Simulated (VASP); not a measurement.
# ZrS2 (P-3m1) in VASP: a series of runs

The runs below take ZrS2 through single point, with HSE06.

Everything below comes from runs of VASP 6.6.1. Logs are shortened: lines on timing, memory, paths and dates and some standing lists are left out, and cuts for length are marked.

### Step 1. The cell of the first run

Symmetry: P-3m1, No. 164, trigonal system. The conventional cell has a = 3.711 Å, b = 3.711 Å, c = 5.828 Å, α = 90.00°, β = 90.00°, γ = 120.00°. Zr (site symmetry -3m) has 6 S at 2.57 Å within 3.4 Å. S (site symmetry 3m) has 3 Zr at 2.57 Å within 3.4 Å.

### Step 2. Single point, HSE06 (epitaxial xy strain +1.0%)

POSCAR

```
ZrS2
1.0
    3.7111430758      0.0000000000      0.0000000000
   -1.8555715379      3.2139441808      0.0000000000
    0.0000000000      0.0000000000      5.8275719928
Zr S
1 2
Direct
    0.0000000000      0.0000000000      0.0000000000
    0.3333333333      0.6666666667      0.2445405605
    0.6666666667      0.3333333333      0.7554594395
```

INCAR.step1

```
SYSTEM = ZrS2
  PREC = Accurate
  ENCUT = 400
  EDIFF = 1E-5
  ISMEAR = 0
  SIGMA = 0.01
  LREAL = .False.
  LASPH = .True.
  NELM = 120
  ALGO = Normal
  ISIF = 2
  LWAVE = .True.
  LCHARG = .False.
  GGA = PE
  NBANDS = 19
  GGA_COMPAT = .False.
```

INCAR.step2

```
SYSTEM = ZrS2
  PREC = Accurate
  ENCUT = 400
  EDIFF = 1E-6
  ISMEAR = 0
  SIGMA = 0.01
  LREAL = .False.
  LASPH = .True.
  NELM = 120
  ALGO = Normal
  ISIF = 2
  LWAVE = .False.
  LCHARG = .False.
  GGA = PE
  LHFCALC = .True.
  HFSCREEN = 0.2079
  PRECFOCK = Normal
  ISTART = 1
  NBANDS = 19
  GGA_COMPAT = .False.
```

KPOINTS

```
regular mesh
0
Gamma
  6 6 4
  0 0 0
```

Potentials or basis: VASP PAW PBE potentials, release 64 (Zr_sv, S).

Command:

```sh
cat potpaw_PBE.64/Zr_sv/POTCAR potpaw_PBE.64/S/POTCAR > POTCAR
cp INCAR.step1 INCAR
mpirun -np 1 vasp_std > vasp.out
cp INCAR.step2 INCAR
mpirun -np 1 vasp_std > vasp.out
```

OUTCAR:

```text
SYSTEM = ZrS2
   PREC = Accurate
   ENCUT = 400
   EDIFF = 1E-6
   ISMEAR = 0
   LREAL = .False.
   LASPH = .True.
   NELM = 120
   ISIF = 2
   GGA = PE
   LHFCALC = .True.
   HFSCREEN = 0.2079
   PRECFOCK = Normal
   ISTART = 1

 ion  position               nearest neighbor table
   1  0.000  0.000  0.000-   2 2.57   3 2.57   3 2.57   2 2.57   3 2.57   2 2.57
   2  0.333  0.667  0.245-   1 2.57   1 2.57   1 2.57
   3  0.667  0.333  0.755-   1 2.57   1 2.57   1 2.57

  LATTYP: Found a hexagonal cell.
 ALAT       =     3.7111430758
 C/A-ratio  =     1.5702903051

  Lattice vectors:

 A1 = (   3.7111430758,   0.0000000000,   0.0000000000)
 A2 = (  -1.8555715379,   3.2139441808,   0.0000000000)
 A3 = (   0.0000000000,   0.0000000000,   5.8275719928)

Analysis of symmetry for initial positions (statically):
=====================================================================
 Subroutine PRICEL returns:
 Original cell was already a primitive cell.

 Routine SETGRP: Setting up the symmetry group for a
 hexagonal supercell.

 Subroutine GETGRP returns: Found 12 space group operations
 (whereof 12 operations were pure point group operations)
 out of a pool of 24 trial point group operations.

The static configuration has the point symmetry D_3d.

Analysis of symmetry for dynamics (positions and initial velocities):
=====================================================================
 Subroutine PRICEL returns:
 Original cell was already a primitive cell.

 Routine SETGRP: Setting up the symmetry group for a
 hexagonal supercell.

 Subroutine GETGRP returns: Found 12 space group operations
 (whereof 12 operations were pure point group operations)
 out of a pool of 24 trial point group operations.

The dynamic configuration has the point symmetry D_3d.

 Subroutine INISYM returns: Found 12 space group operations
 (whereof 12 operations are pure point group operations),
 and found     1 'primitive' translations

----------------------------------------------------------------------------------------

                                     Primitive cell

  volume of cell :      69.5078

  direct lattice vectors                    reciprocal lattice vectors
     3.711143076  0.000000000  0.000000000     0.269458757  0.155572086  0.000000000
    -1.855571538  3.213944181  0.000000000     0.000000000  0.311144172  0.000000000
     0.000000000  0.000000000  5.827571993     0.000000000  0.000000000  0.171598052

  length of vectors
     3.711143076  3.711143076  5.827571993     0.311144172  0.311144172  0.171598052

  position of ions in fractional coordinates (direct lattice)
     0.000000000  0.000000000  0.000000000
     0.333333333  0.666666667  0.244540560
     0.666666667  0.333333333  0.755459440

  ion indices of the primitive-cell ions
   primitive index   ion index
                 1           1
                 2           2
                 3           3

----------------------------------------------------------------------------------------

 KPOINTS: regular mesh

Automatic generation of k-mesh.
 Grid dimensions read from file:
 generate k-points for:    6    6    4

 Generating k-lattice:

  Cartesian coordinates                     Fractional coordinates (reciprocal lattice)
     0.044909793  0.025928681  0.000000000     0.166666667  0.000000000  0.000000000
     0.000000000  0.051857362  0.000000000     0.000000000  0.166666667  0.000000000
     0.000000000  0.000000000  0.042899513     0.000000000  0.000000000  0.250000000

  Length of vectors
     0.051857362  0.051857362  0.042899513

  Shift w.r.t. Gamma in fractional coordinates (k-lattice)
     0.000000000  0.000000000  0.000000000

 Subroutine IBZKPT returns following result:
 ===========================================

 Found     24 irreducible k-points:

 Following reciprocal coordinates:
            Coordinates               Weight
  0.000000  0.000000  0.000000      1.000000
  0.166667  0.000000  0.000000      6.000000
  0.333333  0.000000  0.000000      6.000000
  0.500000  0.000000  0.000000      3.000000
  0.166667  0.166667  0.000000      6.000000
  0.333333  0.166667  0.000000     12.000000
[... 16 lines left out ...]
  0.333333  0.166667  0.500000     12.000000
  0.333333  0.333333  0.500000      2.000000
   k-points           NKPTS =     24   k-points in BZ     NKDIM =    144   number of bands    NBANDS=     19
   number of dos      NEDOS =    301   number of ions     NIONS =      3
   total plane-waves  NPLWV =  23040
   dimension x,y,z NGX =    24 NGY =   24 NGZ =   40
   dimension x,y,z NGXF=    48 NGYF=   48 NGZF=   80
   ions per type =               1   2
   NGX,Y,Z   is equivalent  to a cutoff of  10.75, 10.75, 11.41 a.u.
   NGXF,Y,Z  is equivalent  to a cutoff of  21.50, 21.50, 22.82 a.u.
 SYSTEM =  ZrS2
   PREC   = accura    normal or accurate (medium, high low for compatibility)
   ISTART =      1    job   : 0-new  1-cont  2-samecut
   ICHARG =      0    charge: 1-file 2-atom 10-const
   ISPIN  =      1    spin polarized calculation?
   LNONCOLLINEAR =      F non collinear calculations
   LSORBIT =      F    spin-orbit coupling
   LASPH  =      T    aspherical Exc in radial PAW
   ENCUT  =  400.0 eV  29.40 Ry    5.42 a.u.   6.05  6.05  9.50*2*pi/ulx,y,z
   NELM   =    120;   NELMIN=  2; NELMDL=  0     # of ELM steps
   EDIFF  = 0.1E-05   stopping-criterion for ELM
   LREAL  =      F    real-space projection
   EDIFFG = 0.1E-04   stopping-criterion for IOM
   NSW    =      0    number of steps for IOM
   IBRION =     -1    ionic relax: 0-MD 1-quasi-New 2-CG
   NFREE  =      0    steps in history (QN), initial steepest desc. (CG)
   ISIF   =      2    stress and relaxation
   ISYM   =      3    0-nonsym 1-usesym 2-fastsym
   POTIM  = 0.5000    time-step for ionic-motion
   TEBEG  =    0.0;   TEEND  =   0.0 temperature during run
   PSTRESS=    0.0 pullay stress
   NELECT =      24.0000    total number of electrons
   NUPDOWN=      -1.0000    fix difference up-down
   EMIN   =  10.00;   EMAX   =-10.00  energy-range for DOS
   EFERMI =   0.00;   METHOD = LEGACY
   ISMEAR =     0;   SIGMA  =   0.01  broadening in eV -4-tet -1-fermi 0-gaus
   EFERMI_NEDOS =   21; number of points for ismear=-14 and -15
   IALGO  =     38    algorithm
   IMIX   =      1    mixing-type and parameters
     AMIX     =   0.40;   BMIX     =  1.00
     AMIX_MAG =   1.60;   BMIX_MAG =  1.00
  volume/ion in A,a.u.               =      23.17       156.35
  Fermi-wavevector in a.u.,A,eV,Ry     =   1.148508  2.170365 17.947045  1.319071
  Thomas-Fermi vector in A             =   2.285183
   LORBIT       =      0    0 simple, 1 ext, 2 COOP (PROOUT), +10 PAW based schemes
   GGA     = PE    functional components
   LHFCALC =     T    Hartree Fock is set to
   PRECFOCK=normal    Normal, Fast or Accurate (Low or Medium for compatibility)
   ENCUT4O =  -1.0   cutoff for four orbital integrals eV
   NKREDX  =     1    reduce k-point grid by
   NKREDY  =     1    reduce k-point grid by
   NKREDZ  =     1    reduce k-point grid by
   AEXX    =    0.2500 exact exchange contribution
   HFSCREEN=    0.2079 screening length (either q_TF or 0.3 A-1)
   HFSCREENC=   0.2079 screening length for correlation (either q_TF or 0.3 A-1)
   ENCUTFOCK=  -1.0 apply spherical cutoff to Coloumb kernel
   IVDW    =     0    specifies the selected vdW correction
   LEPSILON=     F    determine dielectric tensor
   LRPA    =     F    only Hartree local field effects (RPA)
 non-spin polarized calculation
 Gauss-broadening in eV      SIGMA  =   0.01
  energy-cutoff  :      400.00
  volume of cell :       69.51
 maximum number of plane-waves:      1290
  NGX = 20; NGY = 20; NGZ = 30

 number of electron      23.9999999 magnetization

 Free energy of the ion-electron system (eV)
  ---------------------------------------------------
  ext. energy  EPLUGINS =         0.00000000
  ---------------------------------------------------
  free energy    TOTEN  =       -25.41248620 eV

  energy without entropy =      -25.41248620  energy(sigma->0) =      -25.41248620

 E-fermi :   4.1293     XC(G=0):  -7.8882

 val. band max:        4.0423146740   @ k =   0.0000   0.0000   0.0000
 cond. band min:       5.7651652209   @ k =   0.5000   0.0000   0.5000
 fundamental gap:      1.7228505469
 Fermi energy:         4.1292808777

 k-point     1 :       0.0000    0.0000    0.0000
  band No.  band energies     occupation
      1     -48.5494      2.00000
      2     -25.2124      2.00000
      3     -25.0402      2.00000
      4     -25.0402      2.00000
      5     -10.0809      2.00000
      6      -8.4078      2.00000
[... 11 lines left out ...]
     18      10.5540      0.00000
     19      10.7235      0.00000

 k-point     2 :       0.1667    0.0000    0.0000
  band No.  band energies     occupation
      1     -48.5447      2.00000
      2     -25.1978      2.00000
      3     -25.1119      2.00000
      4     -25.0557      2.00000
      5      -9.7854      2.00000
      6      -8.4946      2.00000
[... 11 lines left out ...]
     18      11.7551      0.00000
     19      12.3398      0.00000

 k-point     3 :       0.3333    0.0000    0.0000
  band No.  band energies     occupation
      1     -48.5352      2.00000
      2     -25.2527      2.00000
      3     -25.1675      2.00000
      4     -25.0865      2.00000
      5      -9.1668      2.00000
      6      -8.6240      2.00000
[... 11 lines left out ...]
     18      12.4167      0.00000
     19      13.3094      0.00000

 k-point     4 :       0.5000    0.0000    0.0000
  band No.  band energies     occupation
      1     -48.5305      2.00000
      2     -25.3211      2.00000
      3     -25.1528      2.00000
      4     -25.1017      2.00000
      5      -8.9646      2.00000
      6      -8.5275      2.00000
[... 11 lines left out ...]
     18      11.6304      0.00000
     19      13.1341      0.00000

 k-point     5 :       0.1667    0.1667    0.0000
  band No.  band energies     occupation
      1     -48.5376      2.00000
      2     -25.2038      2.00000
      3     -25.1760      2.00000
      4     -25.0925      2.00000
      5      -9.3090      2.00000
      6      -8.6154      2.00000
[... 11 lines left out ...]
     18      13.2888      0.00000
     19      13.7758      0.00000

 k-point     6 :       0.3333    0.1667    0.0000
  band No.  band energies     occupation
      1     -48.5305      2.00000
      2     -25.2845      2.00000
      3     -25.1540      2.00000
      4     -25.1387      2.00000
      5      -8.8646      2.00000
      6      -8.6316      2.00000
[... 11 lines left out ...]
     18      12.8684      0.00000
     19      13.3908      0.00000

 k-point     7 :       0.3333    0.3333    0.0000
  band No.  band energies     occupation
      1     -48.5281      2.00000
      2     -25.2334      2.00000
      3     -25.2334      2.00000
      4     -25.1464      2.00000
      5      -8.6678      2.00000
      6      -8.6678      2.00000
[... 11 lines left out ...]
     18      12.8561      0.00000
     19      14.7790      0.00000

 k-point     8 :       0.0000    0.0000    0.2500
  band No.  band energies     occupation
      1     -48.5494      2.00000
      2     -25.2127      2.00000
      3     -25.0402      2.00000
      4     -25.0402      2.00000
      5      -9.9581      2.00000
      6      -8.6080      2.00000
[... 256 lines left out ...]
 k-point    20 :       0.3333    0.0000    0.5000
  band No.  band energies     occupation
      1     -48.5352      2.00000
      2     -25.2525      2.00000
      3     -25.1677      2.00000
      4     -25.0865      2.00000
      5      -9.0759      2.00000
      6      -8.7161      2.00000
[... 11 lines left out ...]
     18      11.6162      0.00000
     19      12.7430      0.00000

 k-point    21 :       0.5000    0.0000    0.5000
  band No.  band energies     occupation
      1     -48.5305      2.00000
      2     -25.3209      2.00000
      3     -25.1529      2.00000
      4     -25.1018      2.00000
      5      -9.0641      2.00000
      6      -8.3978      2.00000
[... 11 lines left out ...]
     18      11.3314      0.00000
     19      12.3130      0.00000

 k-point    22 :       0.1667    0.1667    0.5000
  band No.  band energies     occupation
      1     -48.5376      2.00000
      2     -25.2037      2.00000
      3     -25.1762      2.00000
      4     -25.0925      2.00000
      5      -9.0709      2.00000
      6      -8.8785      2.00000
[... 11 lines left out ...]
     18      13.4151      0.00000
     19      13.5044      0.00000

 k-point    23 :       0.3333    0.1667    0.5000
  band No.  band energies     occupation
      1     -48.5305      2.00000
      2     -25.2843      2.00000
      3     -25.1542      2.00000
      4     -25.1386      2.00000
      5      -8.9228      2.00000
      6      -8.5629      2.00000
[... 11 lines left out ...]
     18      12.0493      0.00000
     19      12.9973      0.00000

 k-point    24 :       0.3333    0.3333    0.5000
  band No.  band energies     occupation
      1     -48.5281      2.00000
      2     -25.2333      2.00000
      3     -25.2333      2.00000
      4     -25.1465      2.00000
      5      -8.6711      2.00000
      6      -8.6711      2.00000
[... 11 lines left out ...]
     18      13.1132      0.00000
     19      13.6409      0.00000

------------------------ aborting loop because EDIFF is reached ----------------------------------------

  FORCE on cell =-STRESS in cart. coord.  units (eV):
  Direction    XX          YY          ZZ          XY          YZ          ZX
  --------------------------------------------------------------------------------------
  -------------------------------------------------------------------------------------
  Total       -0.8044026     -0.8044026      0.2092923      0.0000000     -0.0000000      0.0000000
  in kB      -18.5417362    -18.5417362      4.8242544      0.0000000     -0.0000000      0.0000000
  external PRESSURE =     -10.7530727 kB  Pullay stress =       0.0000000 kB

 VOLUME and BASIS-vectors are now :
 -----------------------------------------------------------------------------
  energy-cutoff  :      400.00
  volume of cell :       69.51
      direct lattice vectors                 reciprocal lattice vectors
     3.711143076  0.000000000  0.000000000     0.269458757  0.155572086  0.000000000
    -1.855571538  3.213944181  0.000000000     0.000000000  0.311144172  0.000000000
     0.000000000  0.000000000  5.827571993     0.000000000  0.000000000  0.171598052

 POSITION                                       TOTAL-FORCE (eV/Angst)
 -----------------------------------------------------------------------------------
      0.00000      0.00000      0.00000        -0.000000      0.000000      0.000000
     -0.00000      2.14263      1.42508         0.000000      0.000000     -0.183264
      1.85557      1.07131      4.40249         0.000000     -0.000000      0.183264
 -----------------------------------------------------------------------------------
    total drift:                               -0.000000      0.000000     -0.000000

  FREE ENERGIE OF THE ION-ELECTRON SYSTEM (eV)
  ---------------------------------------------------
  free  energy   TOTEN  =       -25.4124862001 eV

  energy  without entropy=      -25.4124862001  energy(sigma->0) =      -25.41248620
```

It took 45 min on 1 thread of Intel Xeon Platinum 8488C (Sapphire Rapids), shared host; peak memory 0.28 GiB.

What came out:

```
Free energy            : -25.4125 eV
Pressure               : -1.1 GPa
Largest force          : 0.183 eV/Å
Band gap on the k mesh : 1.72 eV (least direct gap 2.31 eV)
```

Forces on the atoms (eV/Å):
```
Zr   0.000  0.000  0.000
S    0.000  0.000 -0.183
S    0.000  0.000  0.183
```

Caveat: the cell differs from its parent crystal (epitaxial xy strain +1.0%); the PAW data sets were made with another functional, which shifts forces and pressure a little; this functional lacks dispersion, which binds layers or chains, so the pressure and a relaxed spacing across them are unreliable.

(Continued in part 2 of 2.)
